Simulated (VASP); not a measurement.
# TiNi (Pm-3m) in VASP: notebook

TiNi is run at these levels: r2SCAN; tasks: single point.

All numbers are computed with VASP 6.6.1; they aren't measurements. Logs are shortened: lines on timing, memory, paths and dates and some standing lists are left out, and cuts for length are marked.

## 1. The cell of the first run

The structure is cubic, space group Pm-3m (No. 221). Conventional cell: a = 2.864 Å, b = 2.864 Å, c = 2.864 Å, α = 90.00°, β = 90.00°, γ = 90.00°. Within 3.3 Å of Ti (site symmetry m-3m) lie 8 Ni at 2.48 Å and 6 Ti at 2.86 Å. Ni (site symmetry m-3m) has 8 Ti at 2.48 Å and 6 Ni at 2.86 Å within 3.3 Å.

## 2. Single point, r2SCAN (11.74 Å³/atom)

POSCAR reads:

```
TiNi
1.0
    2.8639120855      0.0000000000      0.0000000000
    0.0000000000      2.8639120855      0.0000000000
    0.0000000000      0.0000000000      2.8639120855
Ti Ni
1 1
Direct
    0.5000000000      0.5000000000      0.5000000000
    0.0000000000      0.0000000000      0.0000000000
```

INCAR.step1 reads:

```
SYSTEM = TiNi
PREC = Accurate
ENCUT = 520
ISMEAR = 0
SIGMA = 0.1
LREAL = .False.
LASPH = .True.
NELM = 60
NBANDS = 18
GGA = PE
ALGO = Normal
EDIFF = 1E-4
LWAVE = .True.
LCHARG = .False.
```

INCAR.step2 reads:

```
SYSTEM = TiNi
PREC = Accurate
ENCUT = 520
EDIFF = 1E-7
ISMEAR = 0
SIGMA = 0.1
LREAL = .False.
LASPH = .True.
NELM = 60
ALGO = Normal
ISIF = 2
LWAVE = .False.
LCHARG = .False.
METAGGA = R2SCAN
LMIXTAU = .True.
NBANDS = 18
ISTART = 1
```

KPOINTS reads:

```
Automatic mesh
0
Gamma
  14 14 14
  0 0 0
```

Potentials or basis: VASP PAW PBE potentials, release 64 (Ti_sv, Ni).

Launch:

```bash
$ cat potpaw_PBE.64/Ti_sv/POTCAR potpaw_PBE.64/Ni/POTCAR > POTCAR
$ cp INCAR.step1 INCAR
$ mpirun -np 1 vasp_std > vasp.out
$ cp INCAR.step2 INCAR
$ mpirun -np 1 vasp_std > vasp.out
```

OUTCAR:

```text
SYSTEM = TiNi
   PREC = Accurate
   ENCUT = 520
   EDIFF = 1E-7
   ISMEAR = 0
   LREAL = .False.
   LASPH = .True.
   NELM = 60
   ISIF = 2
   METAGGA = R2SCAN
   ISTART = 1

 ion  position               nearest neighbor table
   1  0.500  0.500  0.500-   2 2.48   2 2.48   2 2.48   2 2.48   2 2.48   2 2.48   2 2.48   2 2.48

   2  0.000  0.000  0.000-   1 2.48   1 2.48   1 2.48   1 2.48   1 2.48   1 2.48   1 2.48   1 2.48

  LATTYP: Found a simple cubic cell.
 ALAT       =     2.8639120855

  Lattice vectors:

 A1 = (   2.8639120855,   0.0000000000,   0.0000000000)
 A2 = (   0.0000000000,   2.8639120855,   0.0000000000)
 A3 = (   0.0000000000,   0.0000000000,   2.8639120855)

Analysis of symmetry for initial positions (statically):
=====================================================================
 Subroutine PRICEL returns:
 Original cell was already a primitive cell.

 Routine SETGRP: Setting up the symmetry group for a
 simple cubic supercell.

 Subroutine GETGRP returns: Found 48 space group operations
 (whereof 48 operations were pure point group operations)
 out of a pool of 48 trial point group operations.

The static configuration has the point symmetry O_h .

Analysis of symmetry for dynamics (positions and initial velocities):
=====================================================================
 Subroutine PRICEL returns:
 Original cell was already a primitive cell.

 Routine SETGRP: Setting up the symmetry group for a
 simple cubic supercell.

 Subroutine GETGRP returns: Found 48 space group operations
 (whereof 48 operations were pure point group operations)
 out of a pool of 48 trial point group operations.

The dynamic configuration has the point symmetry O_h .

 Subroutine INISYM returns: Found 48 space group operations
 (whereof 48 operations are pure point group operations),
 and found     1 'primitive' translations

----------------------------------------------------------------------------------------

                                     Primitive cell

  volume of cell :      23.4898

  direct lattice vectors                    reciprocal lattice vectors
     2.863912085  0.000000000  0.000000000     0.349172730  0.000000000  0.000000000
     0.000000000  2.863912085  0.000000000     0.000000000  0.349172730  0.000000000
     0.000000000  0.000000000  2.863912085     0.000000000  0.000000000  0.349172730

  length of vectors
     2.863912085  2.863912085  2.863912085     0.349172730  0.349172730  0.349172730

  position of ions in fractional coordinates (direct lattice)
     0.500000000  0.500000000  0.500000000
     0.000000000  0.000000000  0.000000000

  ion indices of the primitive-cell ions
   primitive index   ion index
                 1           1
                 2           2

----------------------------------------------------------------------------------------

 KPOINTS: Automatic mesh

Automatic generation of k-mesh.
 Grid dimensions read from file:
 generate k-points for:   14   14   14

 Generating k-lattice:

  Cartesian coordinates                     Fractional coordinates (reciprocal lattice)
     0.024940909  0.000000000  0.000000000     0.071428571  0.000000000  0.000000000
     0.000000000  0.024940909  0.000000000     0.000000000  0.071428571  0.000000000
     0.000000000  0.000000000  0.024940909     0.000000000  0.000000000  0.071428571

  Length of vectors
     0.024940909  0.024940909  0.024940909

  Shift w.r.t. Gamma in fractional coordinates (k-lattice)
     0.000000000  0.000000000  0.000000000

 Subroutine IBZKPT returns following result:
 ===========================================

 Found    120 irreducible k-points:

 Following reciprocal coordinates:
            Coordinates               Weight
  0.000000  0.000000  0.000000      1.000000
  0.071429  0.000000  0.000000      6.000000
  0.142857  0.000000  0.000000      6.000000
  0.214286  0.000000  0.000000      6.000000
  0.285714  0.000000  0.000000      6.000000
  0.357143  0.000000  0.000000      6.000000
[... 16 lines left out ...]
  0.285714  0.214286  0.000000     24.000000
  0.357143  0.214286  0.000000     24.000000
 [... further k-points ...]
   k-points           NKPTS =    120   k-points in BZ     NKDIM =    120   number of bands    NBANDS=     18
   number of dos      NEDOS =    301   number of ions     NIONS =      2
   total plane-waves  NPLWV =  13824
   dimension x,y,z NGX =    24 NGY =   24 NGZ =   24
   dimension x,y,z NGXF=    48 NGYF=   48 NGZF=   48
   ions per type =               1   1
   NGX,Y,Z   is equivalent  to a cutoff of  13.93, 13.93, 13.93 a.u.
   NGXF,Y,Z  is equivalent  to a cutoff of  27.86, 27.86, 27.86 a.u.
 SYSTEM =  TiNi
   PREC   = accura    normal or accurate (medium, high low for compatibility)
   ISTART =      1    job   : 0-new  1-cont  2-samecut
   ICHARG =      0    charge: 1-file 2-atom 10-const
   ISPIN  =      1    spin polarized calculation?
   LNONCOLLINEAR =      F non collinear calculations
   LSORBIT =      F    spin-orbit coupling
   LASPH  =      T    aspherical Exc in radial PAW
   ENCUT  =  520.0 eV  38.22 Ry    6.18 a.u.   5.32  5.32  5.32*2*pi/ulx,y,z
   NELM   =     60;   NELMIN=  2; NELMDL=  0     # of ELM steps
   EDIFF  = 0.1E-06   stopping-criterion for ELM
   LREAL  =      F    real-space projection
   EDIFFG = 0.1E-05   stopping-criterion for IOM
   NSW    =      0    number of steps for IOM
   IBRION =     -1    ionic relax: 0-MD 1-quasi-New 2-CG
   NFREE  =      0    steps in history (QN), initial steepest desc. (CG)
   ISIF   =      2    stress and relaxation
   ISYM   =      2    0-nonsym 1-usesym 2-fastsym
   POTIM  = 0.5000    time-step for ionic-motion
   TEBEG  =    0.0;   TEEND  =   0.0 temperature during run
   PSTRESS=    0.0 pullay stress
   NELECT =      22.0000    total number of electrons
   NUPDOWN=      -1.0000    fix difference up-down
   EMIN   =  10.00;   EMAX   =-10.00  energy-range for DOS
   EFERMI =   0.00;   METHOD = LEGACY
   ISMEAR =     0;   SIGMA  =   0.10  broadening in eV -4-tet -1-fermi 0-gaus
   EFERMI_NEDOS =   21; number of points for ismear=-14 and -15
   IALGO  =     38    algorithm
   IMIX   =      4    mixing-type and parameters
     AMIX     =   0.40;   BMIX     =  1.00
     AMIX_MAG =   1.60;   BMIX_MAG =  1.00
  volume/ion in A,a.u.               =      11.74        79.26
  Fermi-wavevector in a.u.,A,eV,Ry     =   1.601730  3.026831 34.906288  2.565540
  Thomas-Fermi vector in A             =   2.698663
   LORBIT       =      0    0 simple, 1 ext, 2 COOP (PROOUT), +10 PAW based schemes
   METAGGA = R2SCAN    functional components
   LHFCALC =     F    Hartree Fock is set to
   AEXX    =    0.0000 exact exchange contribution
   IVDW    =     0    specifies the selected vdW correction
   LEPSILON=     F    determine dielectric tensor
   LRPA    =     F    only Hartree local field effects (RPA)
 non-spin polarized calculation
 Gauss-broadening in eV      SIGMA  =   0.10
  energy-cutoff  :      520.00
  volume of cell :       23.49
 maximum number of plane-waves:       655
 NGX is ok and might be reduce to    24
   NGX = 11   NGY = 11   NGZ = 11

 number of electron      22.0000012 magnetization

 Free energy of the ion-electron system (eV)
  ---------------------------------------------------
  ext. energy  EPLUGINS =         0.00000000
  ---------------------------------------------------
  free energy    TOTEN  =       -25.30644739 eV

  energy without entropy =      -25.29413084  energy(sigma->0) =      -25.30028911

 E-fermi :  11.3500     XC(G=0): -14.3286

 val. band max:       11.3434075370   @ k =   0.4286   0.4286   0.0714
 cond. band min:      11.3614675541   @ k =   0.3571   0.0714   0.0714
 fundamental gap:      0.0180600171
 Fermi energy:        11.3499745013

 k-point     1 :       0.0000    0.0000    0.0000
  band No.  band energies     occupation
      1     -48.0152      2.00000
      2     -23.0212      2.00000
      3     -23.0212      2.00000
      4     -23.0212      2.00000
      5       2.5019      2.00000
      6       6.4915      2.00000
[... 10 lines left out ...]
     17      21.3585      0.00000
     18      21.3585      0.00000

 k-point     2 :       0.0714    0.0000    0.0000
  band No.  band energies     occupation
      1     -48.0124      2.00000
      2     -23.0456      2.00000
      3     -23.0194      2.00000
      4     -23.0194      2.00000
      5       2.6188      2.00000
      6       6.5407      2.00000
[... 10 lines left out ...]
     17      21.6402      0.00000
     18      21.6402      0.00000

 k-point     3 :       0.1429    0.0000    0.0000
  band No.  band energies     occupation
      1     -48.0047      2.00000
      2     -23.1135      2.00000
      3     -23.0145      2.00000
      4     -23.0145      2.00000
      5       2.9624      2.00000
      6       6.6851      2.00000
[... 10 lines left out ...]
     17      22.4043      0.00000
     18      22.4043      0.00000

 k-point     4 :       0.2143    0.0000    0.0000
  band No.  band energies     occupation
      1     -47.9935      2.00000
      2     -23.2106      2.00000
      3     -23.0073      2.00000
      4     -23.0073      2.00000
      5       3.5112      2.00000
      6       6.9091      2.00000
[... 375 lines left out ...]
      4     -22.9918      2.00000
      5       4.3784      2.00000
      6       7.0931      2.00000
[... 10 lines left out ...]
     17      20.9743      0.00000
     18      24.9750      0.00000

 k-point    23 :       0.2857    0.2143    0.0000
  band No.  band energies     occupation
      1     -47.9605      2.00000
      2     -23.2928      2.00000
      3     -23.1759      2.00000
      4     -22.9829      2.00000
      5       4.9590      2.00000
      6       7.1688      2.00000
[... 10 lines left out ...]
     17      21.3971      0.00000
     18      25.9717      0.00000

 k-point    24 :       0.3571    0.2143    0.0000
  band No.  band energies     occupation
      1     -47.9497      2.00000
      2     -23.3832      2.00000
      3     -23.1656      2.00000
      4     -22.9748      2.00000
      5       5.5749      2.00000
      6       7.1817      2.00000
[... 10 lines left out ...]
     17      22.1780      0.00000
     18      26.4850      0.00000

 [... further k-points ...]
[... 5 lines left out ...]
  --------------------------------------------------------------------------------------
  -------------------------------------------------------------------------------------
  Total        4.3350667      4.3350667      4.3350667      0.0000000      0.0000000     -0.0000000
  in kB      295.6836586    295.6836586    295.6836586      0.0000000      0.0000000     -0.0000000
  external PRESSURE =     295.6836586 kB  Pullay stress =       0.0000000 kB

 VOLUME and BASIS-vectors are now :
 -----------------------------------------------------------------------------
  energy-cutoff  :      520.00
  volume of cell :       23.49
      direct lattice vectors                 reciprocal lattice vectors
     2.863912085  0.000000000  0.000000000     0.349172730  0.000000000  0.000000000
     0.000000000  2.863912085  0.000000000     0.000000000  0.349172730  0.000000000
     0.000000000  0.000000000  2.863912085     0.000000000  0.000000000  0.349172730

 POSITION                                       TOTAL-FORCE (eV/Angst)
 -----------------------------------------------------------------------------------
      1.43196      1.43196      1.43196         0.000000      0.000000      0.000000
      0.00000      0.00000      0.00000         0.000000      0.000000      0.000000
 -----------------------------------------------------------------------------------
    total drift:                                0.000000      0.000000     -0.000000

  FREE ENERGIE OF THE ION-ELECTRON SYSTEM (eV)
  ---------------------------------------------------
  free  energy   TOTEN  =       -25.3064473884 eV

  energy  without entropy=      -25.2941308374  energy(sigma->0) =      -25.30028911
```

It took 4.3 min on 1 thread of Intel Xeon 8259CL, shared host; peak memory 0.19 GiB.

What came out:

```
Free energy            : -25.3064 eV
Pressure               : 29.6 GPa
Band gap on the k mesh : zero (bands 11 and 12 overlap by 2.11 eV)
```

Caveat: the cell stands under pressure; the PAW data sets were made with another functional, which shifts forces and pressure a little. Spin polarisation is off, so any magnetic state and its effect on volume and gap are missing.

(Part 1 of 4 ends here.)
